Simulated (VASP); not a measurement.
# ZnS (Imm2) in VASP: single point with r2SCAN

Aim: the single point of ZnS with r2SCAN.

Program: VASP 6.6.1. These are calculated values, not measurements. Logs are shortened: lines on timing, memory, paths and dates and some standing lists are left out, and cuts for length are marked.

### Step 1. The cell of the first run

It takes space group Imm2 (No. 44, orthorhombic). The conventional cell has a = 3.811 Å, b = 3.811 Å, c = 21.556 Å, α = 90.00°, β = 90.00°, γ = 90.00°. Zn (site symmetry mm2) has 4 S at 2.33 Å and 1 Zn at 2.69 Å within 3.1 Å. Zn (site symmetry mm2) has 4 S at 2.33 Å within 3.1 Å. Within 3.1 Å of Zn (site symmetry mm2) lie 4 S at 2.33 Å. Within 3.1 Å of Zn (site symmetry mm2) lie 4 S at 2.33 Å and 1 Zn at 2.69 Å. S (site symmetry mm2) has 4 Zn at 2.33 Å within 3.1 Å. Within 3.1 Å of S (site symmetry mm2) lie 4 Zn at 2.33 Å. Within 3.1 Å of S (site symmetry mm2) lie 4 Zn at 2.33 Å and 1 S at 2.69 Å. S (site symmetry mm2) has 4 Zn at 2.33 Å and 1 S at 2.69 Å within 3.1 Å.

### Step 2. Single point, r2SCAN

Input file POSCAR:

```
ZnS
1.0
   -2.6945131931     -2.6945131931      0.0000000000
    2.6945131931     -2.6945131931      0.0000000000
   -2.6945131931      0.0000000000     10.7780527726
Zn S
4 4
Direct
    0.4062500000      0.5937500000      0.1875000000
   -0.2187500000      0.2187500000      0.4375000000
    0.1562500000      0.8437500000      0.6875000000
   -0.4687500000      0.4687500000      0.9375000000
    0.3437500000      0.1562500000      0.3125000000
   -0.2812500000      0.7812500000      0.5625000000
    0.0937500000      0.4062500000      0.8125000000
   -0.0312500000      0.5312500000      0.0625000000
```

Input file INCAR.step1:

```
  PREC = Accurate
  ENCUT = 520
  ISMEAR = 0
  SIGMA = 0.05
  LREAL = False
  LASPH = True
  NELM = 60
  NBANDS = 46
  ISYM = 0
  GGA = PE
  ALGO = Normal
  EDIFF = 1E-4
  LWAVE = True
  LCHARG = False
```

Input file INCAR.step2:

```
  PREC = Accurate
  ENCUT = 520
  EDIFF = 1E-7
  ISMEAR = 0
  SIGMA = 0.05
  LREAL = False
  LASPH = True
  NELM = 60
  ALGO = Normal
  ISIF = 2
  LWAVE = False
  LCHARG = False
  METAGGA = R2SCAN
  LMIXTAU = True
  NBANDS = 46
  ISYM = 0
  ISTART = 1
```

Input file KPOINTS:

```
Automatic mesh
0
Gamma
  6 6 2
```

Potentials or basis: VASP PAW PBE potentials, release 64 (Zn, S).

The run is started by

```console
> cat potpaw_PBE.64/Zn/POTCAR potpaw_PBE.64/S/POTCAR > POTCAR
> cp INCAR.step1 INCAR
> mpirun -np 1 vasp_std > vasp.out
> cp INCAR.step2 INCAR
> mpirun -np 1 vasp_std > vasp.out
```

OUTCAR:

```text
PREC = Accurate
   ENCUT = 520
   EDIFF = 1E-7
   ISMEAR = 0
   LREAL = False
   LASPH = True
   NELM = 60
   ISIF = 2
   METAGGA = R2SCAN
   ISYM = 0
   ISTART = 1

 ion  position               nearest neighbor table
   1  0.406  0.594  0.188-   8 2.33   5 2.33   5 2.33   8 2.33   4 2.69
   2  0.781  0.219  0.438-   5 2.33   6 2.33   5 2.33   6 2.33
   3  0.156  0.844  0.688-   6 2.33   7 2.33   6 2.33   7 2.33
   4  0.531  0.469  0.938-   7 2.33   7 2.33   8 2.33   8 2.33   1 2.69
   5  0.344  0.156  0.312-   1 2.33   2 2.33   1 2.33   2 2.33
   6  0.719  0.781  0.562-   2 2.33   3 2.33   2 2.33   3 2.33
   7  0.094  0.406  0.812-   3 2.33   4 2.33   3 2.33   4 2.33   8 2.69
   8  0.969  0.531  0.062-   4 2.33   1 2.33   4 2.33   1 2.33   7 2.69

IMPORTANT INFORMATION: All symmetrisations will be switched off!
NOSYMM: (Re-)initialisation of all symmetry stuff for point group C_1.

----------------------------------------------------------------------------------------

                                     Primitive cell

  volume of cell :     156.5060

  direct lattice vectors                    reciprocal lattice vectors
    -2.694513193 -2.694513193  0.000000000    -0.185562276 -0.185562276 -0.046390569
     2.694513193 -2.694513193  0.000000000     0.185562276 -0.185562276  0.046390569
    -2.694513193  0.000000000 10.778052773     0.000000000  0.000000000  0.092781138

  length of vectors
     3.810617102  3.810617102 11.109762505     0.266493529  0.266493529  0.092781138

  position of ions in fractional coordinates (direct lattice)
     0.406250000  0.593750000  0.187500000
     0.781250000  0.218750000  0.437500000
     0.156250000  0.843750000  0.687500000
     0.531250000  0.468750000  0.937500000
     0.343750000  0.156250000  0.312500000
     0.718750000  0.781250000  0.562500000
     0.093750000  0.406250000  0.812500000
     0.968750000  0.531250000  0.062500000

  ion indices of the primitive-cell ions
   primitive index   ion index
                 1           1
                 2           2
                 3           3
                 4           4
                 5           5
                 6           6
                 7           7
                 8           8

----------------------------------------------------------------------------------------

 KPOINTS: Automatic mesh

Automatic generation of k-mesh.
 Grid dimensions read from file:
 generate k-points for:    6    6    2

 Generating k-lattice:

  Cartesian coordinates                     Fractional coordinates (reciprocal lattice)
    -0.030927046 -0.030927046 -0.007731761     0.166666667  0.000000000  0.000000000
     0.030927046 -0.030927046  0.007731761     0.000000000  0.166666667 -0.000000000
     0.000000000  0.000000000  0.046390569     0.000000000  0.000000000  0.500000000

  Length of vectors
     0.044415588  0.044415588  0.046390569

  Shift w.r.t. Gamma in fractional coordinates (k-lattice)
     0.000000000  0.000000000  0.000000000

 -----------------------------------------------------------------------------
|                                                                             |
|           W    W    AA    RRRRR   N    N  II  N    N   GGGG   !!!           |
|           W    W   A  A   R    R  NN   N  II  NN   N  G    G  !!!           |
|           W    W  A    A  R    R  N N  N  II  N N  N  G       !!!           |
|           W WW W  AAAAAA  RRRRR   N  N N  II  N  N N  G  GGG   !            |
|           WW  WW  A    A  R   R   N   NN  II  N   NN  G    G                |
|           W    W  A    A  R    R  N    N  II  N    N   GGGG   !!!           |
|                                                                             |
|     Your reciprocal lattice and k-lattice belong to different lattice       |
|     classes:                                                                |
|                                                                             |
|        The reciprocal lattice is body-centered tetragonal,                  |
|        whereas your k-lattice is base-centered monoclinic.                  |
|                                                                             |
|     Results are often still useful ...                                      |
|                                                                             |
 -----------------------------------------------------------------------------

 WARNING: IBZKPT: internal override: KBLOWUP is changed to .FALSE.
      ... skipping the blow-up phase ...

 Subroutine IBZKPT returns following result:
 ===========================================

 Found     40 irreducible k-points:

 Following reciprocal coordinates:
            Coordinates               Weight
  0.000000  0.000000  0.000000      1.000000
  0.166667  0.000000  0.000000      2.000000
  0.333333  0.000000  0.000000      2.000000
  0.500000  0.000000  0.000000      1.000000
  0.000000  0.166667 -0.000000      2.000000
  0.166667  0.166667  0.000000      2.000000
[... 16 lines left out ...]
  0.333333  0.000000  0.500000      2.000000
  0.500000  0.000000  0.500000      1.000000
 [... further k-points ...]
   k-points           NKPTS =     40   k-points in BZ     NKDIM =     40   number of bands    NBANDS=     46
   number of dos      NEDOS =    301   number of ions     NIONS =      8
   total plane-waves  NPLWV =  65856
   dimension x,y,z NGX =    28 NGY =   28 NGZ =   84
   dimension x,y,z NGXF=    56 NGYF=   56 NGZF=  168
   ions per type =               4   4
   NGX,Y,Z   is equivalent  to a cutoff of  12.22, 12.22, 12.57 a.u.
   NGXF,Y,Z  is equivalent  to a cutoff of  24.43, 24.43, 25.14 a.u.
 SYSTEM =  unknown system
   PREC   = accura    normal or accurate (medium, high low for compatibility)
   ISTART =      1    job   : 0-new  1-cont  2-samecut
   ICHARG =      0    charge: 1-file 2-atom 10-const
   ISPIN  =      1    spin polarized calculation?
   LNONCOLLINEAR =      F non collinear calculations
   LSORBIT =      F    spin-orbit coupling
   LASPH  =      T    aspherical Exc in radial PAW
   ENCUT  =  520.0 eV  38.22 Ry    6.18 a.u.   7.09  7.09 20.66*2*pi/ulx,y,z
   NELM   =     60;   NELMIN=  2; NELMDL=  0     # of ELM steps
   EDIFF  = 0.1E-06   stopping-criterion for ELM
   LREAL  =      F    real-space projection
   EDIFFG = 0.1E-05   stopping-criterion for IOM
   NSW    =      0    number of steps for IOM
   IBRION =     -1    ionic relax: 0-MD 1-quasi-New 2-CG
   NFREE  =      0    steps in history (QN), initial steepest desc. (CG)
   ISIF   =      2    stress and relaxation
   ISYM   =      0    0-nonsym 1-usesym 2-fastsym
   POTIM  = 0.5000    time-step for ionic-motion
   TEBEG  =    0.0;   TEEND  =   0.0 temperature during run
   PSTRESS=    0.0 pullay stress
   NELECT =      72.0000    total number of electrons
   NUPDOWN=      -1.0000    fix difference up-down
   EMIN   =  10.00;   EMAX   =-10.00  energy-range for DOS
   EFERMI =   0.00;   METHOD = LEGACY
   ISMEAR =     0;   SIGMA  =   0.05  broadening in eV -4-tet -1-fermi 0-gaus
   EFERMI_NEDOS =   21; number of points for ismear=-14 and -15
   IALGO  =     38    algorithm
   IMIX   =      4    mixing-type and parameters
     AMIX     =   0.40;   BMIX     =  1.00
     AMIX_MAG =   1.60;   BMIX_MAG =  1.00
  volume/ion in A,a.u.               =      19.56       132.02
  Fermi-wavevector in a.u.,A,eV,Ry     =   1.263791  2.388219 21.730795  1.597168
  Thomas-Fermi vector in A             =   2.397130
   LORBIT       =      0    0 simple, 1 ext, 2 COOP (PROOUT), +10 PAW based schemes
   METAGGA = R2SCAN    functional components
   LHFCALC =     F    Hartree Fock is set to
   AEXX    =    0.0000 exact exchange contribution
   IVDW    =     0    specifies the selected vdW correction
   LEPSILON=     F    determine dielectric tensor
   LRPA    =     F    only Hartree local field effects (RPA)
 non-spin polarized calculation
 Gauss-broadening in eV      SIGMA  =   0.05
  energy-cutoff  :      520.00
  volume of cell :      156.51
 maximum number of plane-waves:      4232
   NGX = 15   NGY = 15   NGZ = 41

 number of electron      72.0000026 magnetization

 Free energy of the ion-electron system (eV)
  ---------------------------------------------------
  ext. energy  EPLUGINS =         0.00000000
  ---------------------------------------------------
  free energy    TOTEN  =       -72.76290921 eV

  energy without entropy =      -72.76290921  energy(sigma->0) =      -72.76290921

 E-fermi :   2.7582     XC(G=0): -10.2995

 val. band max:        2.5352192047   @ k =   0.0000   0.0000   0.0000
 cond. band min:       3.1502419816   @ k =   0.0000   0.0000   0.0000
 fundamental gap:      0.6150227769
 Fermi energy:         2.7581979071

 k-point     1 :       0.0000    0.0000    0.0000
  band No.  band energies     occupation
      1     -12.2220      2.00000
      2     -11.2879      2.00000
      3     -11.0338      2.00000
      4     -10.2626      2.00000
      5      -5.6689      2.00000
      6      -5.5185      2.00000
[... 38 lines left out ...]
     45       9.1448      0.00000
     46       9.2769      0.00000

 k-point     2 :       0.1667    0.0000    0.0000
  band No.  band energies     occupation
      1     -12.0666      2.00000
      2     -11.2020      2.00000
      3     -10.9184      2.00000
      4     -10.2770      2.00000
      5      -5.5839      2.00000
      6      -5.4127      2.00000
[... 38 lines left out ...]
     45       9.1341      0.00000
     46       9.2359      0.00000

 k-point     3 :       0.3333    0.0000    0.0000
  band No.  band energies     occupation
      1     -11.7066      2.00000
      2     -10.9690      2.00000
      3     -10.7047      2.00000
      4     -10.3389      2.00000
      5      -5.6074      2.00000
      6      -5.1813      2.00000
[... 38 lines left out ...]
     45       9.6334      0.00000
     46       9.6733      0.00000

 k-point     4 :       0.5000    0.0000    0.0000
  band No.  band energies     occupation
      1     -11.4917      2.00000
      2     -10.7133      2.00000
      3     -10.7091      2.00000
      4     -10.3947      2.00000
      5      -5.8360      2.00000
      6      -5.1404      2.00000
[... 920 lines left out ...]
     45       9.0632      0.00000
     46       9.5856      0.00000

 k-point    23 :       0.3333    0.0000    0.5000
  band No.  band energies     occupation
      1     -11.7017      2.00000
      2     -11.0123      2.00000
      3     -10.6388      2.00000
      4     -10.3661      2.00000
      5      -5.6070      2.00000
      6      -5.1814      2.00000
[... 38 lines left out ...]
     45       9.6652      0.00000
     46       9.7149      0.00000

 k-point    24 :       0.5000    0.0000    0.5000
  band No.  band energies     occupation
      1     -11.4917      2.00000
      2     -10.7133      2.00000
      3     -10.7091      2.00000
      4     -10.3947      2.00000
      5      -5.8360      2.00000
      6      -5.1404      2.00000
[... 38 lines left out ...]
     45       9.6791      0.00000
     46       9.7394      0.00000

 [... further k-points ...]
[... 5 lines left out ...]
  --------------------------------------------------------------------------------------
  -------------------------------------------------------------------------------------
  Total       -0.9184490     -0.8919557     12.1925054     -1.6487836     -0.0032867      0.0015829
  in kB       -9.4023127     -9.1310965    124.8166745    -16.8788678     -0.0336460      0.0162039
  external PRESSURE =      35.4277551 kB  Pullay stress =       0.0000000 kB

 VOLUME and BASIS-vectors are now :
 -----------------------------------------------------------------------------
  energy-cutoff  :      520.00
  volume of cell :      156.51
      direct lattice vectors                 reciprocal lattice vectors
    -2.694513193 -2.694513193  0.000000000    -0.185562276 -0.185562276 -0.046390569
     2.694513193 -2.694513193  0.000000000     0.185562276 -0.185562276  0.046390569
    -2.694513193  0.000000000 10.778052773     0.000000000  0.000000000  0.092781138

 POSITION                                       TOTAL-FORCE (eV/Angst)
 -----------------------------------------------------------------------------------
      0.00000     -2.69451      2.02088         0.006943      0.006753      1.261546
     -2.69451     -2.69451      4.71540         0.007432      0.004561     -0.013896
      0.00000     -2.69451      7.40991         0.006023      0.005179     -0.393375
     -2.69451     -2.69451     10.10442         0.000645     -0.021849     -0.772603
     -1.34726     -1.34726      3.36814        -0.005203      0.001720      0.013139
     -1.34726     -4.04177      6.06265        -0.005225      0.001286     -0.008437
     -1.34726     -1.34726      8.75717        -0.005845      0.000953     -2.974248
     -1.34726     -4.04177      0.67363        -0.004770      0.001397      2.887874
 -----------------------------------------------------------------------------------
    total drift:                                0.041000     -0.012036      0.033900

  FREE ENERGIE OF THE ION-ELECTRON SYSTEM (eV)
  ---------------------------------------------------
  free  energy   TOTEN  =       -72.7629092148 eV

  energy  without entropy=      -72.7629092148  energy(sigma->0) =      -72.76290921
```

It took 8.4 min on 1 thread of Intel Xeon 6975P-C (Granite Rapids), shared host; peak memory 0.39 GiB.

What came out:

- Free energy: -72.7629 eV
- Pressure: 3.5 GPa
- Largest force: 2.974 eV/Å
- Band gap on the k mesh: 0.61 eV, direct

Forces on the atoms (eV/Å):
```
Zn   0.007  0.007  1.262
Zn   0.007  0.005 -0.014
Zn   0.006  0.005 -0.393
Zn   0.001 -0.022 -0.773
S   -0.005  0.002  0.013
S   -0.005  0.001 -0.008
S   -0.006  0.001 -2.974
S   -0.005  0.001  2.888
```

Levels at points of the mesh, in eV from the valence-band top:
| k point | band 32 | band 33 | band 34 | band 35 | band 36 | band 37 | band 38 | band 39 | band 40 | band 41 |
| --- | --- | --- | --- | --- | --- | --- | --- | --- | --- | --- |
| (0.00, 0.00, 0.00) | -1.03 | -0.98 | -0.85 | -0.63 | 0.00 | 0.61 | 3.06 | 3.33 | 4.02 | 4.24 |
| (0.50, 0.00, 0.00) | -1.75 | -1.43 | -1.37 | -0.51 | -0.22 | 2.35 | 3.85 | 4.34 | 5.05 | 5.28 |
| (0.00, 0.50, 0.00) | -1.56 | -1.39 | -1.36 | -0.84 | -0.59 | 1.65 | 3.01 | 4.12 | 4.42 | 5.00 |
| (0.50, 0.50, 0.00) | -3.09 | -3.07 | -3.04 | -2.03 | -0.61 | 1.14 | 2.91 | 4.07 | 4.11 | 4.65 |
| (0.00, 0.00, 0.50) | -1.63 | -1.57 | -0.89 | -0.43 | -0.33 | 0.93 | 2.90 | 3.62 | 4.05 | 4.21 |
| (0.50, 0.00, 0.50) | -1.75 | -1.43 | -1.37 | -0.51 | -0.22 | 2.35 | 3.85 | 4.34 | 5.05 | 5.28 |
| (0.00, 0.50, 0.50) | -1.56 | -1.39 | -1.36 | -0.84 | -0.59 | 1.65 | 3.01 | 4.12 | 4.42 | 5.00 |
| (0.50, 0.50, 0.50) | -3.09 | -3.07 | -3.04 | -2.03 | -0.61 | 1.14 | 2.91 | 4.07 | 4.11 | 4.65 |

Caveat: the PAW data sets were made with another functional, which shifts forces and pressure a little.
